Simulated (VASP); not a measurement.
Here is a VASP 6.6.1 calculation.

INCAR

```
ALGO = Normal
EDIFF = 1E-7
EDIFFG = -0.005
ENCUT = 600
GGA = PE
IBRION = 2
ISIF = 3
ISMEAR = -1
LASPH = True
LCHARG = False
LREAL = False
LWAVE = False
NELM = 80
NSW = 60
PREC = Accurate
SIGMA = 0.1
```

File KPOINTS:

```
k-points
0
Gamma
  19 19 19
```

POSCAR

```
Mo
1.0
   -1.5813925127      1.5813925127      1.5813925127
    1.5813925127     -1.5813925127      1.5813925127
    1.5813925127      1.5813925127     -1.5813925127
Mo
1
Direct
    0.0000000000      0.0000000000      0.0000000000
```

Potentials or basis: VASP PAW PBE potentials, release 64 (Mo_sv).

The run is started by

```console
$ cat potpaw_PBE.64/Mo_sv/POTCAR > POTCAR
$ mpirun -np 1 vasp_std > vasp.out
```

Predict the space group after relaxing (to 0.05 Å).

Im-3m (No. 229).

What does it give for the band gap on the k mesh?

Zero (band 7 reaches 16.14 eV, above the bottom of band 8 at 11.07 eV).

Final structure:
```
Mo
1.0
    -1.58121    1.58121    1.58121
     1.58121   -1.58121    1.58121
     1.58121    1.58121   -1.58121
Mo
1
Cartesian
  0.0000 0.0000 0.0000
```
